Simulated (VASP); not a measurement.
# CoH3 (Im-3m) in VASP: single point with PBE

Aim: the single point of CoH3 with PBE.

Program: VASP 6.6.1. These are calculated values, not measurements. Logs are shortened: lines on timing, memory, paths and dates and some standing lists are left out, and cuts for length are marked.

## 1. The cell of the first run

It takes space group Im-3m (No. 229, cubic). Conventional cell: a = 3.394 Å, b = 3.394 Å, c = 3.394 Å, α = 90.00°, β = 90.00°, γ = 90.00°. Co (site symmetry m-3m) has 6 H at 1.70 Å within 2.3 Å. Within 2.3 Å of H (site symmetry 4/mmm) lie 2 Co at 1.70 Å and 4 H at 1.70 Å.

## 2. Single point, PBE, collinear spin, ferromagnetic start

The input, INCAR:

```
SYSTEM = CoH3
ALGO = Normal
EDIFF = 1E-6
ENCUT = 520
GGA = PE
ISIF = 2
ISMEAR = 0
ISPIN = 2
LASPH = .TRUE.
LCHARG = .FALSE.
LMAXMIX = 4
LORBIT = 11
LREAL = .FALSE.
LWAVE = .FALSE.
MAGMOM = 3 0 0 0
NBANDS = 18
NELM = 150
PREC = Accurate
SIGMA = 0.15
```

The input, KPOINTS:

```
k-points
0
G
  5 5 5
  0 0 0
```

The input, POSCAR:

```
CoH3
1.0
   -1.6971800141      1.6971800141      1.6971800141
    1.6971800141     -1.6971800141      1.6971800141
    1.6971800141      1.6971800141     -1.6971800141
Co H
1 3
Direct
    0.0000000000      0.0000000000      0.0000000000
    0.0000000000      0.5000000000      0.5000000000
    0.5000000000      0.0000000000      0.5000000000
    0.5000000000      0.5000000000      0.0000000000
```

Potentials or basis: VASP PAW PBE potentials, release 64 (Co, H).

Run with:

```
$ cat potpaw_PBE.64/Co/POTCAR potpaw_PBE.64/H/POTCAR > POTCAR
$ mpirun -np 1 vasp_std > vasp.out
```

OUTCAR:

```text
SYSTEM = CoH3
   EDIFF = 1E-6
   ENCUT = 520
   GGA = PE
   ISIF = 2
   ISMEAR = 0
   ISPIN = 2
   LASPH = .TRUE.
   LORBIT = 11
   LREAL = .FALSE.
   NELM = 150
   PREC = Accurate

 ion  position               nearest neighbor table
   1  0.000  0.000  0.000-   2 1.70   3 1.70   4 1.70   2 1.70   3 1.70   4 1.70
   2  0.000  0.500  0.500-   1 1.70   1 1.70
   3  0.500  0.000  0.500-   1 1.70   1 1.70
   4  0.500  0.500  0.000-   1 1.70   1 1.70

  LATTYP: Found a body centered cubic cell.
 ALAT       =     3.3943600282

  Lattice vectors:

 A1 = (  -1.6971800141,   1.6971800141,   1.6971800141)
 A2 = (   1.6971800141,  -1.6971800141,   1.6971800141)
 A3 = (   1.6971800141,   1.6971800141,  -1.6971800141)

Analysis of symmetry for initial positions (statically):
=====================================================================
 Subroutine PRICEL returns:
 Original cell was already a primitive cell.

 Routine SETGRP: Setting up the symmetry group for a
 body centered cubic supercell.

 Subroutine GETGRP returns: Found 48 space group operations
 (whereof 48 operations were pure point group operations)
 out of a pool of 48 trial point group operations.

The static configuration has the point symmetry O_h .

Analysis of symmetry for dynamics (positions and initial velocities):
=====================================================================
 Subroutine PRICEL returns:
 Original cell was already a primitive cell.

 Routine SETGRP: Setting up the symmetry group for a
 body centered cubic supercell.

 Subroutine GETGRP returns: Found 48 space group operations
 (whereof 48 operations were pure point group operations)
 out of a pool of 48 trial point group operations.

The dynamic configuration has the point symmetry O_h .

Analysis of structural, dynamic, and magnetic symmetry:
=====================================================================
 Subroutine PRICEL returns:
 Original cell was already a primitive cell.

 Routine SETGRP: Setting up the symmetry group for a
 body centered cubic supercell.

 Subroutine GETGRP returns: Found 48 space group operations
 (whereof 48 operations were pure point group operations)
 out of a pool of 48 trial point group operations.

The overall configuration has the point symmetry O_h .

 Subroutine INISYM returns: Found 48 space group operations
 (whereof 48 operations are pure point group operations),
 and found     1 'primitive' translations

----------------------------------------------------------------------------------------

                                     Primitive cell

  volume of cell :      19.5544

  direct lattice vectors                    reciprocal lattice vectors
    -1.697180014  1.697180014  1.697180014     0.000000000  0.294606345  0.294606345
     1.697180014 -1.697180014  1.697180014     0.294606345  0.000000000  0.294606345
     1.697180014  1.697180014 -1.697180014     0.294606345  0.294606345  0.000000000

  length of vectors
     2.939602014  2.939602014  2.939602014     0.416636288  0.416636288  0.416636288

  position of ions in fractional coordinates (direct lattice)
     0.000000000  0.000000000  0.000000000
     0.000000000  0.500000000  0.500000000
     0.500000000  0.000000000  0.500000000
     0.500000000  0.500000000  0.000000000

  ion indices of the primitive-cell ions
   primitive index   ion index
                 1           1
                 2           2
                 3           3
                 4           4

----------------------------------------------------------------------------------------

 KPOINTS: k-points

Automatic generation of k-mesh.
 Grid dimensions read from file:
 generate k-points for:    5    5    5

 Generating k-lattice:

  Cartesian coordinates                     Fractional coordinates (reciprocal lattice)
     0.000000000  0.058921269  0.058921269     0.200000000  0.000000000  0.000000000
     0.058921269  0.000000000  0.058921269     0.000000000  0.200000000  0.000000000
     0.058921269  0.058921269  0.000000000     0.000000000  0.000000000  0.200000000

  Length of vectors
     0.083327258  0.083327258  0.083327258

  Shift w.r.t. Gamma in fractional coordinates (k-lattice)
     0.000000000  0.000000000  0.000000000

 Subroutine IBZKPT returns following result:
 ===========================================

 Found     10 irreducible k-points:

 Following reciprocal coordinates:
            Coordinates               Weight
  0.000000  0.000000  0.000000      1.000000
  0.200000  0.000000  0.000000     12.000000
  0.400000  0.000000  0.000000     12.000000
  0.200000  0.200000  0.000000     24.000000
  0.400000  0.200000  0.000000     24.000000
  0.200000  0.200000  0.200000      8.000000
 -0.200000  0.200000  0.200000      6.000000
 -0.400000  0.400000  0.200000     24.000000
 -0.400000 -0.400000  0.200000      8.000000
 -0.400000  0.400000  0.400000      6.000000
   k-points           NKPTS =     10   k-points in BZ     NKDIM =     10   number of bands    NBANDS=     18
   number of dos      NEDOS =    301   number of ions     NIONS =      4
   total plane-waves  NPLWV =  13824
   dimension x,y,z NGX =    24 NGY =   24 NGZ =   24
   dimension x,y,z NGXF=    48 NGYF=   48 NGZF=   48
   ions per type =               1   3
   NGX,Y,Z   is equivalent  to a cutoff of  13.57, 13.57, 13.57 a.u.
   NGXF,Y,Z  is equivalent  to a cutoff of  27.15, 27.15, 27.15 a.u.
 SYSTEM =  CoH3
   PREC   = accura    normal or accurate (medium, high low for compatibility)
   ISTART =      0    job   : 0-new  1-cont  2-samecut
   ICHARG =      2    charge: 1-file 2-atom 10-const
   ISPIN  =      2    spin polarized calculation?
   LNONCOLLINEAR =      F non collinear calculations
   LSORBIT =      F    spin-orbit coupling
   LASPH  =      T    aspherical Exc in radial PAW
   ENCUT  =  520.0 eV  38.22 Ry    6.18 a.u.   5.47  5.47  5.47*2*pi/ulx,y,z
   NELM   =    150;   NELMIN=  2; NELMDL= -5     # of ELM steps
   EDIFF  = 0.1E-05   stopping-criterion for ELM
   LREAL  =      F    real-space projection
   EDIFFG = 0.1E-04   stopping-criterion for IOM
   NSW    =      0    number of steps for IOM
   IBRION =     -1    ionic relax: 0-MD 1-quasi-New 2-CG
   NFREE  =      0    steps in history (QN), initial steepest desc. (CG)
   ISIF   =      2    stress and relaxation
   ISYM   =      2    0-nonsym 1-usesym 2-fastsym
   POTIM  = 0.5000    time-step for ionic-motion
   TEBEG  =    0.0;   TEEND  =   0.0 temperature during run
   PSTRESS=    0.0 pullay stress
   NELECT =      12.0000    total number of electrons
   NUPDOWN=      -1.0000    fix difference up-down
   EMIN   =  10.00;   EMAX   =-10.00  energy-range for DOS
   EFERMI =   0.00;   METHOD = LEGACY
   ISMEAR =     0;   SIGMA  =   0.15  broadening in eV -4-tet -1-fermi 0-gaus
   EFERMI_NEDOS =   21; number of points for ismear=-14 and -15
   IALGO  =     38    algorithm
   IMIX   =      4    mixing-type and parameters
     AMIX     =   0.40;   BMIX     =  1.00
     AMIX_MAG =   1.60;   BMIX_MAG =  1.00
  volume/ion in A,a.u.               =       4.89        32.99
  Fermi-wavevector in a.u.,A,eV,Ry     =   1.391193  2.628973 26.332955  1.935418
  Thomas-Fermi vector in A             =   2.515055
   LORBIT       =     11    0 simple, 1 ext, 2 COOP (PROOUT), +10 PAW based schemes
   GGA     = PE    functional components
   LHFCALC =     F    Hartree Fock is set to
   AEXX    =    0.0000 exact exchange contribution
   IVDW    =     0    specifies the selected vdW correction
   LEPSILON=     F    determine dielectric tensor
   LRPA    =     F    only Hartree local field effects (RPA)
 spin polarized calculation
 Gauss-broadening in eV      SIGMA  =   0.15
  energy-cutoff  :      520.00
  volume of cell :       19.55
 maximum number of plane-waves:       538
 NGX is ok and might be reduce to    24
   NGX = 11   NGY = 11   NGZ = 11

 number of electron      11.9999998 magnetization      -0.0187486

 number of electron      11.9999998 magnetization       0.0006968

 Free energy of the ion-electron system (eV)
  ---------------------------------------------------
  ext. energy  EPLUGINS =         0.00000000
  ---------------------------------------------------
  free energy    TOTEN  =       -14.40335082 eV

  energy without entropy =      -14.38893758  energy(sigma->0) =      -14.39614420

 E-fermi :   7.6149     XC(G=0): -12.2756

 val. band max:        7.5890328838   @ k =  -0.4000  -0.4000   0.2000
 cond. band min:       7.7347046313   @ k =   0.4000   0.2000   0.0000
 fundamental gap:      0.1456717476
 Fermi energy:         7.6149458424

 spin component 1

 k-point     1 :       0.0000    0.0000    0.0000
  band No.  band energies     occupation
      1      -6.2327      1.00000
      2       4.3687      1.00000
      3       4.3687      1.00000
      4       5.5576      1.00000
      5       5.5576      1.00000
      6       5.5576      1.00000
[... 186 lines left out ...]
      4       6.2986      1.00000
      5       6.6464      1.00000
      6       6.7611      1.00000
[... 10 lines left out ...]
     17      41.9007      0.00000
     18      41.9309      0.00000
 Fermi energy:         7.6149458424

 spin component 2

 k-point     1 :       0.0000    0.0000    0.0000
  band No.  band energies     occupation
      1      -6.2322      1.00000
      2       4.3688      1.00000
      3       4.3688      1.00000
      4       5.5577      1.00000
      5       5.5577      1.00000
      6       5.5577      1.00000
[... 187 lines left out ...]
      5       6.6464      1.00000
      6       6.7613      1.00000
[... 10 lines left out ...]
     17      41.9011      0.00000
     18      41.9104      0.00000

------------------------ aborting loop because EDIFF is reached ----------------------------------------

  FORCE on cell =-STRESS in cart. coord.  units (eV):
  Direction    XX          YY          ZZ          XY          YZ          ZX
  --------------------------------------------------------------------------------------
  -------------------------------------------------------------------------------------
  Total       -0.0611451     -0.0611451     -0.0611451     -0.0000000     -0.0000000      0.0000000
  in kB       -5.0098974     -5.0098974     -5.0098974     -0.0000000     -0.0000000      0.0000000
  external PRESSURE =      -5.0098974 kB  Pullay stress =       0.0000000 kB

 VOLUME and BASIS-vectors are now :
 -----------------------------------------------------------------------------
  energy-cutoff  :      520.00
  volume of cell :       19.55
      direct lattice vectors                 reciprocal lattice vectors
    -1.697180014  1.697180014  1.697180014     0.000000000  0.294606345  0.294606345
     1.697180014 -1.697180014  1.697180014     0.294606345  0.000000000  0.294606345
     1.697180014  1.697180014 -1.697180014     0.294606345  0.294606345  0.000000000

 POSITION                                       TOTAL-FORCE (eV/Angst)
 -----------------------------------------------------------------------------------
      0.00000      0.00000      0.00000        -0.000000     -0.000000     -0.000000
      1.69718      0.00000      0.00000         0.000000      0.000000     -0.000000
      0.00000      1.69718      0.00000         0.000000      0.000000     -0.000000
      0.00000      0.00000      1.69718        -0.000000      0.000000      0.000000
 -----------------------------------------------------------------------------------
    total drift:                               -0.000000      0.000000      0.000000

  FREE ENERGIE OF THE ION-ELECTRON SYSTEM (eV)
  ---------------------------------------------------
  free  energy   TOTEN  =       -14.4033508187 eV

  energy  without entropy=      -14.3889375806  energy(sigma->0) =      -14.39614420

 total charge

# of ion       s       p       d       tot
------------------------------------------
    1        0.382   0.421   7.585   8.389
    2        0.471   0.028   0.000   0.499
    3        0.471   0.028   0.000   0.499
    4        0.471   0.028   0.000   0.499
--------------------------------------------------
tot          1.796   0.506   7.585   9.887

 magnetization (x)

# of ion       s       p       d       tot
------------------------------------------
    1        0.000   0.000  -0.000   0.000
    2        0.000   0.000   0.000   0.000
    3        0.000   0.000   0.000   0.000
    4        0.000   0.000   0.000   0.000
--------------------------------------------------
tot          0.000   0.000  -0.000   0.000
```

Run time: 7 s. Hardware: 1 thread of Intel Xeon 6975P-C (Granite Rapids), shared host; peak memory 0.14 GiB.

Results:

```
Free energy                                           : -14.4034 eV
Pressure                                              : -0.5 GPa
Band gap on the k mesh                                : 0.15 eV, indirect (least direct gap 0.53 eV)
Net moment                                            : 0.00 μB per cell
Valence electrons inside the program's atomic spheres : Co 8.39; H 0.50
```

Caveat: the k points lie up to 0.52 Å⁻¹ apart; the starting moments collapsed, and a magnetic state may lie lower.
